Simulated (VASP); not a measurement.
Crystal: BN.

```xyz
2
Lattice="0.0000 3.4953 2.1661 1.2516 0.0000 2.1661 1.2516 3.4953 0.0000" Properties=species:S:1:pos:R:3 pbc="T T T"
N     1.2516    3.4953    2.8881
B     1.2516    3.4953    0.0002
```

Base run:

* Program: VASP 6.6.1
* Functional: PBEsol
* Potentials or basis: VASP PAW PBE potentials, release 64 (N, B)
* Cutoff: 520 eV
* k mesh: 13 × 13 × 13
* Occupations: fermi-dirac, width 0.05 eV
* Spin: no spin polarisation

Its results: band gap on the k mesh 3.79 eV, indirect (least direct gap 4.59 eV); pressure 0.9 GPa; largest force 0.010 eV/Å.

Q: The run is repeated on the same cell with these changes: functional from PBEsol to LDA; potentials or basis from VASP PAW PBE potentials, release 64 (N, B) to VASP PAW LDA potentials, release 64 (N, B). What comes out?

A: Band gap on the k mesh 3.69 eV, indirect (least direct gap 4.51 eV); pressure -3.8 GPa; largest force 0.011 eV/Å.

Caveats: the PAW data sets were made with another functional, which shifts forces and pressure a little (some runs).

A k mesh can miss the band edges.
